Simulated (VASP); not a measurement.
A run of VASP 6.6.1:

Contents of POSCAR:

```
Zr
1.0
   -1.8100000000      1.8100000000      1.8100000000
    1.8100000000     -1.8100000000      1.8100000000
    1.8100000000      1.8100000000     -1.8100000000
Zr
1
Direct
    0.0000000000      0.0000000000      0.0000000000
```

Contents of INCAR.step1:

```
SYSTEM = Zr
ALGO = Normal ; EDIFF = 1E-7
ENCUT = 520 ; GGA = PE
ISIF = 2 ; ISMEAR = -1
LASPH = .TRUE. ; LCHARG = .TRUE.
LMAXMIX = 4 ; LREAL = .FALSE.
LWAVE = .FALSE. ; NBANDS = 12
NELM = 80 ; PREC = Accurate
SIGMA = 0.03
```

The input KPOINTS.step1:

```
k-points
0
G
  16 16 16
  0 0 0
```

INCAR.step2

```
SYSTEM = Zr
ALGO = Normal ; EDIFF = 1E-7
ENCUT = 520 ; GGA = PE
ICHARG = 11 ; ISIF = 2
ISMEAR = -5 ; LASPH = .TRUE.
LCHARG = .FALSE. ; LMAXMIX = 4
LORBIT = 11 ; LREAL = .FALSE.
LWAVE = .FALSE. ; NBANDS = 12
NEDOS = 1001 ; NELM = 80
PREC = Accurate ; SIGMA = 0.03
```

File KPOINTS.step2:

```
k-points
0
G
  24 24 24
  0 0 0
```

Potentials or basis: VASP PAW PBE potentials, release 64 (Zr_sv).

Run with:

```console
$ cat potpaw_PBE.64/Zr_sv/POTCAR > POTCAR
$ cp INCAR.step1 INCAR
$ cp KPOINTS.step1 KPOINTS
$ mpirun -np 1 vasp_std > vasp.out
$ cp INCAR.step2 INCAR
$ cp KPOINTS.step2 KPOINTS
$ mpirun -np 1 vasp_std > vasp.out
```

Hardware: 1 thread of Intel(R) Xeon(R) Platinum 8375C CPU @ 2.90GHz (Ice Lake), with other jobs on the host.

Question: Estimate the wall time of this run.

Answer: Run time: 60 s on 1 thread of Intel(R) Xeon(R) Platinum 8375C CPU @ 2.90GHz (Ice Lake), on a shared host, peak memory 0.26 GiB. Counts: k points 413.
